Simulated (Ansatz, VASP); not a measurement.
**One calculation of Al3Ni2, two programs**

```xyz
5
Lattice="4.0067 0.0000 0.0000 -2.0034 3.4699 0.0000 0.0000 0.0000 4.8615" Properties=species:S:1:pos:R:3 pbc="T T T"
Al    0.0000    0.0000    0.0000
Al    0.0000    2.3133    3.1524
Al    2.0034    1.1566    1.7091
Ni    0.0000    2.3133    0.7108
Ni    2.0034    1.1566    4.1507
```

Alike in both runs: functional r2SCAN; k mesh 12 × 12 × 8; occupations gaussian, width 0.1 eV; no spin polarisation.

Ansatz relaxed the structure, and its values are those at the end. VASP's run is a single point on that final structure, the one shown.

|  | VASP | Ansatz |
| --- | --- | --- |
| version | VASP 6.6.1 | Ansatz 0.2.0 |
| potentials or method | VASP PAW PBE potentials, release 64 (Al, Ni), cutoff 520 eV | scalar-relativistic, plane waves, PAW |
| valence electrons in the cell | 29 | 45 |

```tsv
	VASP	Ansatz	Ansatz less VASP
gap on the k mesh at the Fermi level (eV)	none	none	-
pressure (GPa)	-0.2	0.0	+0.22
rms of the force components (eV/Å)	0.007	0.001	-0.0052
```

VASP's potentials were made for PBE, not for r2SCAN. A gap of «none» marks a metal or a gap that the smearing closes. VASP's potentials hold 29 valence electrons a cell and Ansatz's 45, so a difference there can come from the potentials and not from the codes.
